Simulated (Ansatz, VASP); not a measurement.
# ZrN in VASP and in Ansatz

```
Zr N
1.0
     0.00000    2.30000    2.30000
     2.30000    0.00000    2.30000
     2.30000    2.30000    0.00000
Zr N
1 1
Direct
  0.50000 0.50000 0.50000
  0.00000 0.00000 0.00000
```

Alike in both runs: task single point; functional PBEsol; k mesh 7 × 7 × 7; occupations fermi-dirac, width 0.3 eV; no spin polarisation.

|  | VASP | Ansatz |
| --- | --- | --- |
| version | VASP 6.6.1 | Ansatz 0.2.0 |
| potentials or method | VASP PAW PBE potentials, release 64 (Zr_sv, N) | plane waves, PAW |
| plane-wave cutoff (eV) | 600 | 420 |
| valence electrons in the cell | 17 | 17 |

```csv
,VASP,Ansatz,Ansatz less VASP
pressure (GPa),-6.8,-7.0,-0.24
```

VASP's potentials were made for PBE, not for PBEsol.
